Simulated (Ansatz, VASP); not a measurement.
**Cu: VASP beside Ansatz**

```
Cu
1.0
    -1.41460    1.44212    1.37608
     1.44212   -1.41460    1.37608
     1.44346    1.44346   -1.34722
Cu
1
Direct
  0.00000 0.00000 0.00000
```

Alike in both runs: task single point; functional LDA; k mesh 17 × 17 × 17; no spin polarisation.

```csv
,VASP,Ansatz
version,VASP 6.6.1,Ansatz 0.2.0
potentials or method,"VASP PAW LDA potentials, release 64 (Cu), cutoff 520 eV","plane waves, PAW"
occupations,"fermi-dirac, width 0.1 eV",fermi-dirac
valence electrons in the cell,11,19
```

Ansatz gave:

* pressure (GPa): -7.6
* traceless stress, the component that is largest in VASP (GPa): -2.22

**Question.** Which values does VASP return?

**Answer.** Pressure (GPa): -6.7; traceless stress, the component that is largest in VASP (GPa): -2.22.

LDA's correlation is that of Perdew and Zunger in VASP and of Perdew and Wang (1992) in Ansatz. VASP's potentials hold 11 valence electrons a cell and Ansatz's 19, so a difference there can come from the potentials and not from the codes.
